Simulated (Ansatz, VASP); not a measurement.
This is a calculation of BaTiO3 for VASP 6.6.1.

The input INCAR:

```
PREC = Accurate
ENCUT = 600
EDIFF = 1E-6
ISMEAR = -1
SIGMA = 0.05
LREAL = False
LASPH = True
NELM = 120
ALGO = Normal
ISIF = 2
LWAVE = False
LCHARG = False
GGA = LIBXC
LIBXC1 = GGA_X_B88
LIBXC2 = GGA_C_PBE
NBANDS = 28
GGA_COMPAT = False
```

File KPOINTS:

```
Automatic mesh
0
Gamma
  7 7 7
```

The input POSCAR:

```
BaTiO3
1.0
    4.0524349834      0.0000000000      0.0000000000
    0.0000000000      4.0524349834      0.0000000000
    0.0000000000      0.0000000000      4.0708744845
Ba Ti O
1 1 3
Direct
    0.0000000000      0.0000000000      0.0000000000
    0.5000000000      0.5000000000      0.4900000000
    0.0000000000      0.5000000000      0.5170000000
    0.5000000000      0.0000000000      0.5170000000
    0.5000000000      0.5000000000      0.0190000000
```

Potentials or basis: VASP PAW PBE potentials, release 64 (Ba_sv, Ti_sv, O).

Run with:

```bash
$ cat potpaw_PBE.64/Ba_sv/POTCAR potpaw_PBE.64/Ti_sv/POTCAR potpaw_PBE.64/O/POTCAR > POTCAR
$ mpirun -np 1 vasp_std > vasp.out
```

Task: Set up the same calculation for Ansatz 0.2.0. Potentials there: Ansatz PAW.

Result: As run (the cutoff follows the program's own potentials):

File input.yaml:

```yaml
crystal:
  lattice:
    - [4.0524349834, 0.0, 0.0]
    - [0.0, 4.0524349834, 0.0]
    - [0.0, 0.0, 4.0708744845]
  atoms:
    - { symbol: Ba, position: [0.0, 0.0, 0.0] }
    - { symbol: Ti, position: [0.5, 0.5, 0.49] }
    - { symbol: O, position: [0.0, 0.5, 0.517] }
    - { symbol: O, position: [0.5, 0.0, 0.517] }
    - { symbol: O, position: [0.5, 0.5, 0.019] }
hamiltonian:
  xc: { exchange: b88, correlation: pbe }
  pseudopotentials: { kind: paw }
kpoints:
  mp_grid: { grid: [7, 7, 7] }
scf:
  occupations: { method: fermi_dirac, width: 0.05 }
output:
  forces: true
  stress: true
  eigenvalues: true
```

Potentials or basis: Ansatz PAW.

Launch:

```console
$ ansatz run input.yaml --threads 2 --pin off --max-ram 5120MiB --backend cpu --events-out ev --progress --plain --runs-dir out
```

Both were run:

|  | VASP | Ansatz | Ansatz less VASP |
| --- | --- | --- | --- |
| gap on the k mesh at the Fermi level (eV) | 1.78 | 1.84 | +0.057 |
| least direct gap on the mesh (eV) | 2.01 | 2.03 | +0.024 |
| pressure (GPa) | -2.8 | -4.1 | -1.36 |
| traceless stress, the component that is largest in VASP (GPa) | 0.52 | 0.49 | -0.029 |
| rms of the force components (eV/Å) | 0.162 | 0.170 | +0.0074 |

VASP's potentials were made for PBE, not for b88 exchange, pbe correlation. Atom by atom the forces differ by 0.013 eV/Å (rms over components). The functional is the same, so the differences come from potentials, cutoffs and numerics.

Spin-orbit coupling is off throughout. Noted on Ansatz's run: odd divisions of the mesh miss points on the zone boundary, where band edges often lie, so the gap on the mesh can be too wide.
